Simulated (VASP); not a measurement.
# TiO (P-6m2) in VASP: further runs

TiO is run at these levels: PBEsol; tasks: single point.

All numbers are computed with VASP 6.6.1; they aren't measurements. Logs are shortened: lines on timing, memory, paths and dates and some standing lists are left out, and cuts for length are marked.

## 1. The cell of the first run

Symmetry: P-6m2, No. 187, hexagonal system. Conventional cell: a = 2.789 Å, b = 2.789 Å, c = 2.794 Å, α = 90.00°, β = 90.00°, γ = 120.00°. Ti (site symmetry -6m2) has 6 O at 2.13 Å and 8 Ti at 2.79 Å within 2.8 Å. Within 2.8 Å of O (site symmetry -6m2) lie 6 Ti at 2.13 Å and 8 O at 2.79 Å.

## 2. Single point, PBEsol

INCAR reads:

```
SYSTEM = TiO
ALGO     = Normal         ! electronic algorithm
EDIFF    = 1E-6           ! SCF threshold, eV
ENCUT    = 520            ! plane-wave cutoff, eV
GGA      = PS             ! functional
ISIF     = 2              ! what is computed and relaxed
ISMEAR   = 0              ! smearing method
LASPH    = .TRUE.         ! aspherical terms in the spheres
LCHARG   = .TRUE.         ! write CHGCAR
LELF     = .TRUE.         ! ELF
LREAL    = .FALSE.        ! projectors in reciprocal space
LVHAR    = .TRUE.       
LWAVE    = .FALSE.        ! write WAVECAR
NBANDS   = 16             ! bands
NELM     = 100            ! most SCF steps
PREC     = Accurate       ! precision mode
SIGMA    = 0.1            ! smearing width, eV
```

KPOINTS reads:

```
k-points
0
G
  18 18 16
  0 0 0
```

POSCAR reads:

```
TiO
1.0
    2.7888858286      0.0000000000      0.0000000000
   -1.3944429143      2.4152459758      0.0000000000
    0.0000000000      0.0000000000      2.7940761164
Ti O
1 1
Direct
    0.6666666667      0.3333333333      0.0000000000
    0.0000000000      0.0000000000      0.5000000000
```

Potentials or basis: VASP PAW PBE potentials, release 64 (Ti_sv, O).

The run is started by

```sh
cat potpaw_PBE.64/Ti_sv/POTCAR potpaw_PBE.64/O/POTCAR > POTCAR
mpirun -np 1 vasp_std > vasp.out
```

OUTCAR:

```text
SYSTEM = TiO
   EDIFF = 1E-6
   ENCUT = 520
   GGA = PS
   ISIF = 2
   ISMEAR = 0
   LASPH = .TRUE.
   LREAL = .FALSE.
   NELM = 100
   PREC = Accurate

 ion  position               nearest neighbor table
   1  0.667  0.333  0.000-   2 2.13   2 2.13   2 2.13   2 2.13   2 2.13   2 2.13
   2  0.000  0.000  0.500-   1 2.13   1 2.13   1 2.13   1 2.13   1 2.13   1 2.13

  LATTYP: Found a hexagonal cell.
 ALAT       =     2.7888858286
 C/A-ratio  =     1.0018610614

  Lattice vectors:

 A1 = (   2.7888858286,   0.0000000000,   0.0000000000)
 A2 = (  -1.3944429143,   2.4152459758,   0.0000000000)
 A3 = (   0.0000000000,   0.0000000000,   2.7940761164)

Analysis of symmetry for initial positions (statically):
=====================================================================
 Subroutine PRICEL returns:
 Original cell was already a primitive cell.

 Routine SETGRP: Setting up the symmetry group for a
 hexagonal supercell.

 Subroutine GETGRP returns: Found 12 space group operations
 (whereof 12 operations were pure point group operations)
 out of a pool of 24 trial point group operations.

The static configuration has the point symmetry D_3h.

Analysis of symmetry for dynamics (positions and initial velocities):
=====================================================================
 Subroutine PRICEL returns:
 Original cell was already a primitive cell.

 Routine SETGRP: Setting up the symmetry group for a
 hexagonal supercell.

 Subroutine GETGRP returns: Found 12 space group operations
 (whereof 12 operations were pure point group operations)
 out of a pool of 24 trial point group operations.

The dynamic configuration has the point symmetry D_3h.

 Subroutine INISYM returns: Found 12 space group operations
 (whereof 12 operations are pure point group operations),
 and found     1 'primitive' translations

----------------------------------------------------------------------------------------

                                     Primitive cell

  volume of cell :      18.8205

  direct lattice vectors                    reciprocal lattice vectors
     2.788885829  0.000000000  0.000000000     0.358566131  0.207018252  0.000000000
    -1.394442914  2.415245976  0.000000000     0.000000000  0.414036504  0.000000000
     0.000000000  0.000000000  2.794076116     0.000000000  0.000000000  0.357900057

  length of vectors
     2.788885829  2.788885829  2.794076116     0.414036504  0.414036504  0.357900057

  position of ions in fractional coordinates (direct lattice)
     0.666666667  0.333333333  0.000000000
[... 68 lines left out ...]
 SYSTEM =  TiO
   PREC   = accura    normal or accurate (medium, high low for compatibility)
   ISTART =      0    job   : 0-new  1-cont  2-samecut
   ICHARG =      2    charge: 1-file 2-atom 10-const
   ISPIN  =      1    spin polarized calculation?
   LNONCOLLINEAR =      F non collinear calculations
   LSORBIT =      F    spin-orbit coupling
   LASPH  =      T    aspherical Exc in radial PAW
   ENCUT  =  520.0 eV  38.22 Ry    6.18 a.u.   5.19  5.19  5.20*2*pi/ulx,y,z
   NELM   =    100;   NELMIN=  2; NELMDL= -5     # of ELM steps
   EDIFF  = 0.1E-05   stopping-criterion for ELM
   LREAL  =      F    real-space projection
[... 7 lines left out ...]
   TEBEG  =    0.0;   TEEND  =   0.0 temperature during run
   PSTRESS=    0.0 pullay stress
   NELECT =      18.0000    total number of electrons
   NUPDOWN=      -1.0000    fix difference up-down
   EMIN   =  10.00;   EMAX   =-10.00  energy-range for DOS
   EFERMI =   0.00;   METHOD = LEGACY
   ISMEAR =     0;   SIGMA  =   0.10  broadening in eV -4-tet -1-fermi 0-gaus
   EFERMI_NEDOS =   21; number of points for ismear=-14 and -15
   IALGO  =     38    algorithm
   IMIX   =      4    mixing-type and parameters
     AMIX     =   0.40;   BMIX     =  1.00
     AMIX_MAG =   1.60;   BMIX_MAG =  1.00
  volume/ion in A,a.u.               =       9.41        63.50
  Fermi-wavevector in a.u.,A,eV,Ry     =   1.612955  3.048043 35.397236  2.601623
  Thomas-Fermi vector in A             =   2.708102
   LORBIT       =      0    0 simple, 1 ext, 2 COOP (PROOUT), +10 PAW based schemes
   GGA     = PS    functional components
   LHFCALC =     F    Hartree Fock is set to
   AEXX    =    0.0000 exact exchange contribution
   IVDW    =     0    specifies the selected vdW correction
   LEPSILON=     F    determine dielectric tensor
   LRPA    =     F    only Hartree local field effects (RPA)
 non-spin polarized calculation
 Gauss-broadening in eV      SIGMA  =   0.10
  energy-cutoff  :      520.00
  volume of cell :       18.82
 maximum number of plane-waves:       527
 NGX is ok and might be reduce to    24
   NGX = 11   NGY = 11   NGZ = 11

 number of electron      17.9999999 magnetization

 Free energy of the ion-electron system (eV)
  ---------------------------------------------------
  ext. energy  EPLUGINS =         0.00000000
  ---------------------------------------------------
  free energy    TOTEN  =       -18.77277093 eV

  energy without entropy =      -18.77256386  energy(sigma->0) =      -18.77266740

 E-fermi :  11.6205     XC(G=0): -13.2553

 val. band max:       11.4461511759   @ k =   0.0556   0.0000   0.5000
 cond. band min:      11.6280773781   @ k =   0.0000   0.0000   0.5000
 fundamental gap:      0.1819262021
 Fermi energy:        11.6204812503

 k-point     1 :       0.0000    0.0000    0.0000
  band No.  band energies     occupation
      1     -45.8799      2.00000
      2     -22.1453      2.00000
      3     -21.7616      2.00000
      4     -21.7616      2.00000
      5     -10.4094      2.00000
      6       5.8410      2.00000
[... 433 lines left out ...]
      3     -22.0223      2.00000
      4     -22.0111      2.00000
      5      -9.0155      2.00000
      6       2.6498      2.00000
[... 8 lines left out ...]
     15      23.7749      0.00000
     16      26.5749      0.00000

 [... further k-points ...]
[... 5 lines left out ...]
  --------------------------------------------------------------------------------------
  -------------------------------------------------------------------------------------
  Total        0.0717005      0.0717005      0.1012046      0.0000000      0.0000000      0.0000000
  in kB        6.1038295      6.1038295      8.6155036      0.0000000      0.0000000      0.0000000
  external PRESSURE =       6.9410542 kB  Pullay stress =       0.0000000 kB

 VOLUME and BASIS-vectors are now :
 -----------------------------------------------------------------------------
  energy-cutoff  :      520.00
  volume of cell :       18.82
      direct lattice vectors                 reciprocal lattice vectors
     2.788885829  0.000000000  0.000000000     0.358566131  0.207018252  0.000000000
    -1.394442914  2.415245976  0.000000000     0.000000000  0.414036504  0.000000000
     0.000000000  0.000000000  2.794076116     0.000000000  0.000000000  0.357900057

 POSITION                                       TOTAL-FORCE (eV/Angst)
 -----------------------------------------------------------------------------------
      1.39444      0.80508      0.00000        -0.000000     -0.000000      0.000000
      0.00000      0.00000      1.39704         0.000000      0.000000      0.000000
 -----------------------------------------------------------------------------------
    total drift:                               -0.000000      0.000000      0.000000

  FREE ENERGIE OF THE ION-ELECTRON SYSTEM (eV)
  ---------------------------------------------------
  free  energy   TOTEN  =       -18.7727709335 eV

  energy  without entropy=      -18.7725638600  energy(sigma->0) =      -18.77266740
```

OSZICAR:

```text
N       E                     dE             d eps       ncg     rms          rms(c)
DAV:   1     0.159185430639E+03    0.15919E+03   -0.97360E+03 10680   0.144E+03
DAV:   2    -0.937465997159E+01   -0.16856E+03   -0.16092E+03 11448   0.375E+02
DAV:   3    -0.212044582702E+02   -0.11830E+02   -0.11753E+02 18368   0.943E+01
DAV:   4    -0.214482967434E+02   -0.24384E+00   -0.24376E+00 11696   0.117E+01
DAV:   5    -0.214526078671E+02   -0.43111E-02   -0.43111E-02 13752   0.133E+00    0.152E+01
DAV:   6    -0.189334685664E+02    0.25191E+01   -0.85334E+00 15240   0.423E+01    0.570E+00
DAV:   7    -0.187880939333E+02    0.14537E+00   -0.52531E-01 12720   0.906E+00    0.394E+00
DAV:   8    -0.187793661134E+02    0.87278E-02   -0.21398E-01 14328   0.521E+00    0.901E-01
DAV:   9    -0.187724433496E+02    0.69228E-02   -0.47913E-02 11480   0.295E+00    0.666E-01
DAV:  10    -0.187728681412E+02   -0.42479E-03   -0.31671E-03 13896   0.734E-01    0.114E-01
DAV:  11    -0.187727730017E+02    0.95140E-04   -0.44783E-04 11784   0.245E-01    0.413E-02
DAV:  12    -0.187727725015E+02    0.50024E-06   -0.25917E-05 12488   0.539E-02    0.190E-02
DAV:  13    -0.187727706492E+02    0.18523E-05   -0.38559E-06 12088   0.188E-02    0.705E-03
DAV:  14    -0.187727709335E+02   -0.28434E-06   -0.77036E-07  8296   0.115E-02
   1 F= -.18772771E+02 E0= -.18772667E+02  d E =-.207074E-03
```

stdout:

```text
POSCAR found type information on POSCAR TiO
 POSCAR found :  2 types and       2 ions
 scaLAPACK will be used
 -----------------------------------------------------------------------------
|                                                                             |
|                                                                             |
|     You enforced a specific xc type in the INCAR file but a different       |
|     I HOPE YOU KNOW WHAT YOU ARE DOING!                                     |
|                                                                             |
 -----------------------------------------------------------------------------

 LDA part: xc-table for (Slater+PW92), standard interpolation
 POSCAR, INCAR and KPOINTS ok, starting setup
 FFT: planning ... GRIDC
 FFT: planning ... GRID_SOFT
 FFT: planning ... GRID
 WAVECAR not read
 entering main loop
```

Run time: 44 s. Hardware: 1 thread of Intel Xeon 6975P-C (Granite Rapids), shared host; peak memory 0.22 GiB.

What came out:

| Item | Value |
| --- | --- |
| Free energy | -18.7728 eV |
| Pressure | 0.7 GPa |
| Band gap on the k mesh | zero (band 9 reaches 11.70 eV, above the bottom of band 10 at 11.63 eV) |

Levels at points of the mesh, in eV from the Fermi level:
| k point | band 6 | band 7 | band 8 | band 9 | band 10 | band 11 | band 12 | band 13 |
| --- | --- | --- | --- | --- | --- | --- | --- | --- |
| (0.00, 0.00, 0.00) | -5.78 | -5.78 | -5.51 | -3.06 | 1.74 | 1.74 | 1.74 | 2.18 |
| (0.50, 0.00, 0.00) | -9.20 | -6.64 | -5.50 | -2.57 | 1.67 | 2.07 | 2.87 | 3.07 |
| (0.00, 0.00, 0.50) | -9.51 | -5.41 | -5.41 | 0.01 | 0.01 | 0.87 | 1.95 | 1.95 |
| (0.50, 0.00, 0.50) | -8.19 | -8.07 | -6.79 | -0.75 | 1.86 | 3.05 | 3.16 | 3.69 |

Caveat: the PAW data sets were made with another functional, which shifts forces and pressure a little; semilocal functionals often make such compounds metallic where correlation or magnetic order opens a gap, which also shifts bond lengths.

## 3. Single point, PBEsol (volume scaled by 1.03, then relaxed in part)

INCAR reads:

```
ALGO = Normal
EDIFF = 1E-7
ENCUT = 520
GGA = PS
ISIF = 2
ISMEAR = 0
LASPH = True
LCHARG = True
LELF = True
LREAL = False
LVHAR = True
LWAVE = False
NBANDS = 16
NELM = 60
PREC = Accurate
SIGMA = 0.1
```

KPOINTS reads:

```
k-points
0
Gamma
  18 18 16
```

POSCAR reads:

```
TiO
1.0
    2.8185171690      0.0000000000      0.0000000000
   -1.4092585845      2.4409074694      0.0000000000
    0.0000000000      0.0000000000      2.8177052381
Ti O
1 1
Direct
    0.6666666667      0.3333333333      0.0000000000
    0.0000000000      0.0000000000      0.5000000000
```

Potentials or basis: VASP PAW PBE potentials, release 64 (Ti_sv, O).

The run is started by

```sh
cat potpaw_PBE.64/Ti_sv/POTCAR potpaw_PBE.64/O/POTCAR > POTCAR
mpirun -np 1 vasp_std > vasp.out
```

Run time: 51 s. Hardware: 1 thread of Intel Xeon 6975P-C (Granite Rapids), shared host; peak memory 0.22 GiB.

It converged, with:

```
Free energy            : -18.7631 eV
Pressure               : -6.5 GPa
Band gap on the k mesh : zero (band 9 reaches 11.29 eV, above the bottom of band 10 at 11.22 eV)
```

Stress tensor (GPa, compression positive):
```
-6.54  0.00  0.00
 0.00 -6.54  0.00
 0.00  0.00 -6.34
```

Levels at points of the mesh, in eV from the Fermi level:
```
           k point  band 5  band 6  band 7  band 8  band 9  band 10  band 11  band 12  band 13  band 14
(0.00, 0.00, 0.00)  -21.82   -5.66   -5.66   -5.41   -2.96     1.52     1.67     1.67     2.09     2.09
(0.50, 0.00, 0.00)  -20.52   -9.00   -6.47   -5.40   -2.47     1.60     1.95     2.76     2.94     6.26
(0.00, 0.00, 0.50)  -20.54   -9.34   -5.30   -5.30    0.01     0.01     0.83     1.87     1.87     6.73
(0.50, 0.00, 0.50)  -20.63   -8.03   -7.90   -6.63   -0.74     1.73     2.91     3.03     3.52     8.34
```

Caveat: the PAW data sets were made with another functional, which shifts forces and pressure a little; semilocal functionals often make such compounds metallic where correlation or magnetic order opens a gap, which also shifts bond lengths.
